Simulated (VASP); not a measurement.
# Hf: single point with PBE

Crystal: Hf.

```
Hf
1.0
    -0.02755    2.16625    2.15098
     2.30103   -0.17760    2.30103
     2.15098    2.16625   -0.02755
Hf
1
Cartesian
  0.0000 0.0000 0.0000
```

This cell differs from its parent crystal: strained.

```
Program             : VASP 6.6.1
Task                : single point
Functional          : PBE
Potentials or basis : VASP PAW PBE potentials, release 64 (Hf_pv)
Cutoff              : 520 eV
k mesh              : 14 × 14 × 14
Occupations         : gaussian, width 0.1 eV
Spin                : no spin polarisation
```

```json
{"Pressure": "-0.1 GPa", "Band gap on the k mesh": "zero (band 5 reaches 5.44 eV, above the bottom of band 6 at 4.18 eV)"}
```

Stress tensor (GPa, compression positive):
```
-0.10  4.68 -3.14
 4.68  0.01  4.68
-3.14  4.68 -0.10
```

Levels at points of the mesh, in eV from the Fermi level:
```tsv
k point	band 2	band 3	band 4	band 5	band 6	band 7	band 8	band 9
(0.00, 0.00, 0.00)	-29.99	-29.97	-7.20	0.34	1.63	1.92	4.28	4.38
(0.50, 0.00, 0.00)	-30.21	-30.15	-3.55	0.30	0.78	1.95	5.32	6.95
(0.00, 0.50, 0.00)	-30.04	-30.04	-3.99	-0.22	1.34	1.57	5.92	6.14
(0.50, 0.50, 0.00)	-30.40	-30.25	-3.23	-2.17	2.55	5.97	6.65	7.18
(0.50, 0.00, 0.50)	-30.36	-30.28	-3.25	-2.13	2.46	5.91	6.50	7.27
(0.50, 0.50, 0.50)	-30.24	-30.17	-3.49	0.24	0.98	1.81	5.58	6.97
```

It took 100 s on 1 thread of Intel(R) Xeon(R) Platinum 8488C (Sapphire Rapids) (shared host), peak memory 0.29 GiB.

Caveat: the cell differs from its parent crystal (strained); spin-orbit coupling is left out, which moves the levels of the heavy elements.
